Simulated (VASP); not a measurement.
# SiC (P6_3mc) in VASP: phonons with r2SCAN

Aim: the phonons of SiC with r2SCAN.

All numbers are computed with VASP 6.6.1; they aren't measurements. Logs are shortened: lines on timing, memory, paths and dates and some standing lists are left out, and cuts for length are marked.

**1. The cell of the first run**

Symmetry: P6_3mc, No. 186, hexagonal system. The conventional cell has a = 3.076 Å, b = 3.076 Å, c = 5.048 Å, α = 90.00°, β = 90.00°, γ = 120.00°. Si (site symmetry 3m) has 4 C at 1.87 to 1.94 Å within 2.5 Å. Within 2.5 Å of C (site symmetry 3m) lie 4 Si at 1.87 to 1.94 Å.

**2. Phonons, r2SCAN**

File INCAR:

```
SYSTEM = SiC
PREC = Accurate
ENCUT = 520
EDIFF = 1E-8
ISMEAR = 0
SIGMA = 0.01
LREAL = .FALSE.
LASPH = .TRUE.
NELM = 80
ALGO = Normal
ISIF = 2
LWAVE = .FALSE.
LCHARG = .FALSE.
METAGGA = R2SCAN
LMIXTAU = .TRUE.
NBANDS = 16
IBRION = 6
NFREE = 2
POTIM = 0.015
NSW = 1
```

File KPOINTS:

```
Automatic mesh
0
G
  8 8 5
  0 0 0
```

File POSCAR:

```
SiC
1.0
    3.0760000000      0.0000000000      0.0000000000
   -1.5380000000      2.6638941420      0.0000000000
    0.0000000000      0.0000000000      5.0480000000
Si C
2 2
Direct
    0.6666666667      0.3333333333      0.5000000000
    0.3333333333      0.6666666667      0.0000000000
    0.6666666667      0.3333333333      0.8850000000
    0.3333333333      0.6666666667      0.3850000000
```

Potentials or basis: VASP PAW PBE potentials, release 64 (Si, C).

The run is started by

```sh
$ cat potpaw_PBE.64/Si/POTCAR potpaw_PBE.64/C/POTCAR > POTCAR
$ mpirun -np 1 vasp_std > vasp.out
```

OUTCAR:

```text
SYSTEM = SiC
   PREC = Accurate
   ENCUT = 520
   EDIFF = 1E-8
   ISMEAR = 0
   LREAL = .FALSE.
   LASPH = .TRUE.
   NELM = 80
   ISIF = 2
   METAGGA = R2SCAN
   IBRION = 6
   NFREE = 2
   POTIM = 0.015
   NSW = 1

 ion  position               nearest neighbor table
   1  0.667  0.333  0.500-   4 1.87   4 1.87   4 1.87   3 1.94   2 3.09   2 3.09   2 3.09   2 3.09
                             2 3.09   2 3.09
   2  0.333  0.667  0.000-   3 1.87   3 1.87   3 1.87   4 1.94   1 3.09   1 3.09   1 3.09   1 3.09
                             1 3.09   1 3.09
   3  0.667  0.333  0.885-   2 1.87   2 1.87   2 1.87   1 1.94
   4  0.333  0.667  0.385-   1 1.87   1 1.87   1 1.87   2 1.94

  LATTYP: Found a hexagonal cell.
 ALAT       =     3.0760000000
 C/A-ratio  =     1.6410923277

  Lattice vectors:

 A1 = (   3.0760000000,   0.0000000000,   0.0000000000)
 A2 = (  -1.5380000000,   2.6638941420,   0.0000000000)
 A3 = (   0.0000000000,   0.0000000000,   5.0480000000)

Analysis of symmetry for initial positions (statically):
=====================================================================
 Subroutine PRICEL returns:
 Original cell was already a primitive cell.

 Routine SETGRP: Setting up the symmetry group for a
 hexagonal supercell.

 Subroutine GETGRP returns: Found 12 space group operations
 (whereof  6 operations were pure point group operations)
 out of a pool of 24 trial point group operations.

The static configuration has the point symmetry C_3v.
 The point group associated with its full space group is C_6v.

Analysis of symmetry for dynamics (positions and initial velocities):
=====================================================================
 Subroutine PRICEL returns:
 Original cell was already a primitive cell.

 Routine SETGRP: Setting up the symmetry group for a
 hexagonal supercell.

 Subroutine GETGRP returns: Found 12 space group operations
 (whereof  6 operations were pure point group operations)
 out of a pool of 24 trial point group operations.

[... 163 lines left out ...]
  Total        0.3516818      0.3516818     -0.7057230      0.0000000      0.0000000      0.0000000
  in kB       13.6219054     13.6219054    -27.3351956      0.0000000      0.0000000      0.0000000
  external PRESSURE =      -0.0304616 kB  Pullay stress =       0.0000000 kB
[... 291 lines left out ...]
--------------------------------------- Ionic step        9  -------------------------------------------

 number of electron      16.0000000 magnetization

 Free energy of the ion-electron system (eV)
  ---------------------------------------------------
  ext. energy  EPLUGINS =         0.00000000
  ---------------------------------------------------
  free energy    TOTEN  =       -38.60901691 eV

  energy without entropy =      -38.60901691  energy(sigma->0) =      -38.60901691

 E-fermi :   8.3290     XC(G=0): -11.9262

 val. band max:        8.2615019881   @ k =   0.0000   0.0000   0.0000
 cond. band min:      11.2318298071   @ k =   0.3750   0.2500   0.0000
 fundamental gap:      2.9703278189
 Fermi energy:         8.3289892458

 k-point     1 :       0.0000    0.0000    0.0000
  band No.  band energies     occupation
      1      -8.2150      2.00000
      2      -4.6385      2.00000
      3      -0.7154      2.00000
      4       6.6741      2.00000
      5       6.6741      2.00000
      6       8.0306      2.00000
[... 433 lines left out ...]
      3       0.4385      2.00000
      4       1.2017      2.00000
      5       4.6546      2.00000
      6       5.4041      2.00000
[... 8 lines left out ...]
     15      20.2330      0.00000
     16      21.0320      0.00000

 [... further k-points ...]

------------------------ aborting loop because EDIFF is reached ----------------------------------------

  FORCE on cell =-STRESS in cart. coord.  units (eV):
  Direction    XX          YY          ZZ          XY          YZ          ZX
  --------------------------------------------------------------------------------------
  -------------------------------------------------------------------------------------
  Total        0.2813841      0.2813841     -0.6124690      0.0000000      0.0000000      0.0000000
  in kB       10.8990223     10.8990223    -23.7231336      0.0000000      0.0000000      0.0000000
  external PRESSURE =      -0.6416963 kB  Pullay stress =       0.0000000 kB
[... 19 lines left out ...]
  FREE ENERGIE OF THE ION-ELECTRON SYSTEM (eV)
  ---------------------------------------------------
  free  energy   TOTEN  =       -38.6090169054 eV

  energy  without entropy=      -38.6090169054  energy(sigma->0) =      -38.60901691

 INTERNAL STRAIN TENSORS FROM DISPLACED ATOMS
 ============================================

 INTERNAL STRAIN TENSOR FOR ION    1 for displacements in x,y,z  (eV/Angst):
          X           Y           Z          XY          YZ          ZX
  --------------------------------------------------------------------------------
  x     0.00000     0.00000     0.00000     8.64200     0.00000    -5.24920
  y     8.64200    -8.64200     0.00000    -0.00000    -5.24920     0.00000
  z    -4.78696    -4.78696     5.66468     0.00000     0.00000     0.00000

 INTERNAL STRAIN TENSOR FOR ION    4 for displacements in x,y,z  (eV/Angst):
          X           Y           Z          XY          YZ          ZX
  --------------------------------------------------------------------------------
  x     0.00000    -0.00000    -0.00000   -10.64218     0.00000     5.24975
  y   -10.64218    10.64218     0.00000     0.00000     5.24975    -0.00000
  z     4.78827     4.78827    -5.65883     0.00000     0.00000     0.00000

 Eigenvectors and eigenvalues of the dynamical matrix
 ----------------------------------------------------

   1 f  =   25.083423 THz   157.603797 2PiTHz  836.692942 cm-1   103.736657 meV
             X         Y         Z           dx          dy          dz
      1.538000  0.887965  2.524000    -0.387025   -0.000002    0.000000
     -0.000000  1.775929  0.000000    -0.387025   -0.000002   -0.000000
      1.538000  0.887965  4.467480     0.591787    0.000004    0.000000
     -0.000000  1.775929  1.943480     0.591787    0.000004   -0.000000
[... 71 lines left out ...]
  12 f/i=    0.002202 THz     0.013837 2PiTHz    0.073456 cm-1     0.009107 meV
             X         Y         Z           dx          dy          dz
      1.538000  0.887965  2.524000     0.000000    0.000000    0.591755
     -0.000000  1.775929  0.000000     0.000000    0.000000    0.591755
      1.538000  0.887965  4.467480     0.000000    0.000000    0.387074
     -0.000000  1.775929  1.943480     0.000000    0.000000    0.387074

 ELASTIC MODULI CONTR FROM IONIC RELAXATION (kBar)
 Direction    XX          YY          ZZ          XY          YZ          ZX
 --------------------------------------------------------------------------------
 XX        -521.4723    283.5081    140.7062     -0.0000     -0.0000      0.0000
 YY         283.5081   -521.4723    140.7062      0.0000      0.0000     -0.0000
 ZZ         140.7062    140.7062   -166.3968      0.0000      0.0000     -0.0000
 XY          -0.0000      0.0000      0.0000   -402.4902     -0.0000     -0.0000
 YZ          -0.0000      0.0000      0.0000     -0.0000    -98.5637     -0.0000
 ZX           0.0000     -0.0000     -0.0000      0.0000     -0.0000    -98.5637
 --------------------------------------------------------------------------------
```

OSZICAR:

```text
N       E                     dE             d eps       ncg     rms          rms(c)
DAV:   1     0.183003174271E+02    0.18300E+02   -0.74395E+03   960   0.926E+02
DAV:   2    -0.421178461633E+02   -0.60418E+02   -0.53801E+02  1424   0.165E+02
DAV:   3    -0.446097763903E+02   -0.24919E+01   -0.24801E+01  1280   0.309E+01
[... 146 lines left out ...]
DAV:  12    -0.386090168872E+02    0.59952E-07   -0.53892E-09  1008   0.711E-04    0.566E-05
DAV:  13    -0.386090169257E+02   -0.38463E-07   -0.64392E-10   672   0.261E-04    0.291E-05
DAV:  14    -0.386090168975E+02    0.28201E-07   -0.24898E-10   656   0.174E-04    0.156E-05
DAV:  15    -0.386090169114E+02   -0.13961E-07   -0.48061E-11   664   0.724E-05    0.561E-06
DAV:  16    -0.386090169054E+02    0.60559E-08   -0.15137E-11   664   0.366E-05
   9 F= -.38609017E+02 E0= -.38609017E+02  d E =-.292552E-24
```

It took 13 min on 1 thread of Intel Xeon 6975P-C (Granite Rapids), shared host; peak memory 0.29 GiB.

Results:

```
Highest phonon frequency at Γ, LO-TO splitting left out : 837 cm⁻¹
```

Phonon frequencies in cm⁻¹ (negative: imaginary):
```
              q point                                frequencies
(0.000, 0.000, 0.000)  0 0 0 275 275 565 694 801 801 806 837 837
```

Caveat: the PAW data sets were made with another functional, which shifts forces and pressure a little.
